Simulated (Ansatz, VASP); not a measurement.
# One calculation of TaN, two programs

Contents of POSCAR:

```
TaN
1.0
    2.7323076900      0.0000000000      0.0000000000
    0.0000000000      2.7323076900      0.0000000000
    0.0000000000      0.0000000000      2.7323076900
Ta N
1 1
Direct
    0.0000000000      0.0000000000      0.0000000000
    0.5000000000      0.5000000000      0.5000000000
```

Contents of INCAR.step1:

```
  PREC = Accurate
  ENCUT = 520
  ISMEAR = 0
  SIGMA = 0.05
  LREAL = False
  LASPH = True
  NELM = 150
  ISPIN = 2
  MAGMOM = 0.12 0.01
  LMAXMIX = 4
  LDAU = True
  LDAUTYPE = 2
  LDAUL = 2 -1
  LDAUU = 1 0
  LDAUJ = 0 0
  NBANDS = 19
  GGA = PE
  ALGO = Normal
  EDIFF = 1E-4
  LWAVE = True
  LCHARG = False
```

File INCAR.step2:

```
  PREC = Accurate
  ENCUT = 520
  EDIFF = 1E-7
  ISMEAR = 0
  SIGMA = 0.05
  LREAL = False
  LASPH = True
  NELM = 150
  ALGO = Normal
  ISIF = 2
  LWAVE = False
  LCHARG = False
  ISPIN = 2
  MAGMOM = 0.12 0.01
  LORBIT = 11
  LMAXMIX = 4
  LDAU = True
  LDAUTYPE = 2
  LDAUL = 2 -1
  LDAUU = 1 0
  LDAUJ = 0 0
  LDAUPRINT = 1
  METAGGA = R2SCAN
  LMIXTAU = True
  NBANDS = 19
  ISTART = 1
```

KPOINTS

```
regular mesh
0
Gamma
  7 7 7
```

Input for Ansatz:

```yaml
crystal:
  lattice:
    - [2.73230769, 0.0, 0.0]
    - [0.0, 2.73230769, 0.0]
    - [0.0, 0.0, 2.73230769]
  atoms:
    - { symbol: Ta, position: [0.0, 0.0, 0.0], spin: 2.0 }
    - { symbol: "N", position: [0.5, 0.5, 0.5] }
basis:
  ecutwfc: 500
  ecutrho_ratio: 4
kpoints:
  mp_grid: { grid: [7, 7, 7] }
hamiltonian:
  xc: r2scan
  hubbard:
    sites:
      - { site: 0, l: d, u_eff: 1.0, starting_ns: [{ spin: up, occupation_matrix: s0up }, { spin: down, occupation_matrix: s0down }] }
    occupation_matrices:
      s0up:
        matrix:
          - [0.17488, 0.03738, 0.34082, -0.06334, 0.0397]
          - [0.03738, 0.40659, 0.03414, 0.20385, 0.41676]
          - [0.34082, 0.03414, 0.77616, -0.16731, 0.03548]
          - [-0.06334, 0.20385, -0.16731, 0.17309, 0.22009]
          - [0.0397, 0.41676, 0.03548, 0.22009, 0.46929]
      s0down:
        matrix:
          - [0.02, 0.0, 0.0, 0.0, 0.0]
          - [0.0, 0.02, 0.0, 0.0, 0.0]
          - [0.0, 0.0, 0.02, 0.0, 0.0]
          - [0.0, 0.0, 0.0, 0.02, 0.0]
          - [0.0, 0.0, 0.0, 0.0, 0.02]
    ns_hold: until_converged
scf:
  occupations: { method: gaussian, width: 0.05 }
  lower_state_search: "off"
  max_iter: 150
output:
  forces: true
  stress: true
  eigenvalues: true
  populations: true
  hubbard: { sites: [{ site: 0, l: d }] }
  write_density: true
  write_potential: true
  elf: true
  volumetric_format: npy
magnetization:
  spin_polarized: true
```

Alike in both runs: task single point; functional r2SCAN; k mesh 7 × 7 × 7; occupations gaussian, width 0.05 eV; collinear spin; Hubbard terms Ta d U = 1.0 eV.

```csv
,VASP,Ansatz
version,VASP 6.6.1,Ansatz 0.2.0
potentials or method,"VASP PAW PBE potentials, release 64 (Ta_pv, N), cutoff 520 eV","scalar-relativistic, plane waves, PAW"
valence electrons in the cell,16,18
```

Ansatz gave:

- gap on the k mesh at the Fermi level (eV): none
- pressure (GPa): 2.7
- net moment per atom (μB): 0.10
- size of the moment on the site where the two differ most (μB): 0.11

Task: Estimate VASP's values.

Result: gap on the k mesh at the Fermi level (eV): none; pressure (GPa): 6.6; net moment per atom (μB): 0.10; size of the moment on the site where the two differ most (μB): 0.16.

VASP's potentials were made for PBE, not for r2SCAN. Site moments also hang on the region over which each program counts them. The programs project onto different local orbitals, so the same U acts differently, and such runs can settle in different states. A gap of «none» marks a metal or a gap that the smearing closes. VASP's potentials hold 16 valence electrons a cell and Ansatz's 18, so a difference there can come from the potentials and not from the codes. Ansatz's warnings: filled band counts differ across k points, seeded moment not kept, specified occupation not kept, stability check not made, symmetry narrowed by occupation matrices.

Neither program's run includes spin-orbit coupling.
